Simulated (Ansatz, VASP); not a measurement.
# Te: VASP beside Ansatz

```
Te
1.0
     4.26967   -2.43471   -0.02794
     4.19853    2.30769   -0.09908
    -0.18981   -0.05740    3.95931
Te
3
Direct
  0.67600 0.67600 0.67500
  0.32400 0.32400 0.32500
  0.00000 0.00000 0.00000
```

Change from the starting cell: equal xy, yz and zx shear strains of -3 %, crystal datasets.

Alike in both runs: task electric field gradients; functional LDA; k mesh 8 × 8 × 8; occupations fermi-dirac, width 0.05 eV; no spin polarisation.

|  | VASP | Ansatz |
| --- | --- | --- |
| version | VASP 6.6.1 | Ansatz 0.2.0 |
| potentials or method | VASP PAW LDA potentials, release 64 (Te), cutoff 520 eV | all-electron PAW with datasets made for the crystal, scalar-relativistic |

|  | VASP | Ansatz | Ansatz less VASP |
| --- | --- | --- | --- |
| pressure (GPa) | 5.0 | 4.9 | -0.10 |
| traceless stress, the component that is largest in VASP (GPa) | 2.21 | 2.19 | -0.011 |
| rms of the force components (eV/Å) | 0.239 | 0.233 | -0.0059 |
| size of Vzz on the site where it differs most (V/Å²) | 312.5 | 325.3 | +12.72 |

LDA's correlation is that of Perdew and Zunger in VASP and of Perdew and Wang (1992) in Ansatz. Atom by atom the forces differ by 0.006 eV/Å (rms over components). Ansatz ran all-electron here, and VASP with PAW potentials.

Neither program's run includes spin-orbit coupling.
